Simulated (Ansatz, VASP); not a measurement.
ReS in VASP and in Ansatz

The input INCAR:

```
SYSTEM = ReS
PREC = Accurate
ENCUT = 520
EDIFF = 1E-7
ISMEAR = 0
SIGMA = 0.1
LREAL = .FALSE.
LASPH = .TRUE.
NELM = 150
ALGO = Normal
ISIF = 2
LWAVE = .FALSE.
LCHARG = .FALSE.
ISPIN = 2
MAGMOM = 3.5 3.5 0 0
LORBIT = 11
LMAXMIX = 4
GGA = PE
NBANDS = 25
```

KPOINTS

```
Automatic mesh
0
G
  12 12 8
  0 0 0
```

The input POSCAR:

```
ReS
1.0
    3.6653969584      0.0000000000      0.0000000000
   -1.8326984792      3.1743268809      0.0000000000
    0.0000000000      0.0000000000      5.4628774850
Re S
2 2
Direct
    0.0000000000      0.0000000000      0.0000000000
    0.0000000000      0.0000000000      0.5000000000
    0.3333333333      0.6666666667      0.2500000000
    0.6666666667      0.3333333333      0.7500000000
```

Input for Ansatz:

```yaml
crystal:
  lattice:
    - [3.6653969584, 0.0, 0.0]
    - [-1.8326984792, 3.1743268809, 0.0]
    - [0.0, 0.0, 5.462877485]
  atoms:
    - { symbol: Re, position: [0.0, 0.0, 0.0], spin: 3.5 }
    - { symbol: Re, position: [0.0, 0.0, 0.5], spin: 3.5 }
    - { symbol: S, position: [0.3333333333, 0.6666666667, 0.25] }
    - { symbol: S, position: [0.6666666667, 0.3333333333, 0.75] }
basis:
  ecutwfc: 420
kpoints:
  mp_grid: { grid: [12, 12, 8] }
hamiltonian:
  xc: pbe
scf:
  occupations: { method: gaussian, width: 0.1 }
output:
  forces: true
  stress: true
  eigenvalues: true
  populations: true
  write_density: true
  write_potential: true
  elf: true
  volumetric_format: npy
magnetization:
  spin_polarized: true
```

Alike in both runs: task single point; functional PBE; k mesh 12 × 12 × 8; occupations gaussian, width 0.1 eV; collinear spin.

|  | VASP | Ansatz |
| --- | --- | --- |
| version | VASP 6.6.1 | Ansatz 0.2.0 |
| potentials or method | VASP PAW PBE potentials, release 64 (Re, S), cutoff 520 eV | scalar-relativistic, plane waves, PAW |
| valence electrons in the cell | 26 | 42 |

|  | VASP | Ansatz | Ansatz less VASP |
| --- | --- | --- | --- |
| gap on the k mesh at the Fermi level (eV) | none | none | - |
| pressure (GPa) | -10.3 | -11.0 | -0.63 |
| traceless stress, the component that is largest in VASP (GPa) | -2.67 | -2.70 | -0.033 |
| net moment per atom (μB) | 0.00 | 0.00 | 0.000 |

A gap of «none» marks a metal or a gap that the smearing closes. VASP's potentials hold 26 valence electrons a cell and Ansatz's 42, so a difference there can come from the potentials and not from the codes. Ansatz's warnings: seeded moment not kept.

Spin-orbit coupling is off throughout.
